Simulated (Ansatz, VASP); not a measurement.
## Ge in VASP and in Ansatz

```
CELL_PARAMETERS angstrom
-0.02829 2.81463 2.81463
2.81463 -0.02829 2.81463
2.81463 2.81463 -0.02829
ATOMIC_POSITIONS crystal
Ge 0.50000 0.50000 0.50000
Ge 0.75000 0.75000 0.75000
```

Change from the starting cell: equal xy, yz and zx shear strains of -1 %.

Alike in both runs: task single point; functional PBE; k mesh 10 × 10 × 10; occupations fermi-dirac, width 0.05 eV; no spin polarisation.

|  | VASP | Ansatz |
| --- | --- | --- |
| version | VASP 6.6.1 | Ansatz 0.2.0 |
| potentials or method | VASP PAW PBE potentials, release 64 (Ge_d), cutoff 520 eV | all-electron LAPW, scalar-relativistic |

```tsv
	VASP	Ansatz	Ansatz less VASP
pressure (GPa)	3.6	3.7	+0.05
traceless stress, the component that is largest in VASP (GPa)	0.87	0.87	-0.002
rms of the force components (eV/Å)	0.098	0.098	+0.0003
```

Atom by atom the forces differ by 0.000 eV/Å (rms over components). Ansatz ran all-electron here, and VASP with PAW potentials.
